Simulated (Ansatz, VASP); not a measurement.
## Ru in VASP and in Ansatz

```
Ru
1.0
    -1.46961    1.46961    1.46961
     1.46961   -1.46961    1.46961
     1.46961    1.46961   -1.46961
Ru
1
Direct
  0.00000 0.00000 0.00000
```

Alike in both runs: task single point; functional PBE; k mesh 8 × 8 × 8; collinear spin.

|  | VASP | Ansatz |
| --- | --- | --- |
| version | VASP 6.6.1 | Ansatz 0.2 development build |
| potentials or method | VASP PAW PBE potentials, release 64 (Ru_pv) | scalar-relativistic |
| plane-wave cutoff (eV) | 500 | 1143 |
| occupations | fermi-dirac, width 0.1 eV | fermi-dirac |

```csv
,VASP,Ansatz,Ansatz less VASP
net moment per atom (μB),0.00,0.00,0.000
```

The k mesh is coarse, so the values compare programs but aren't converged.
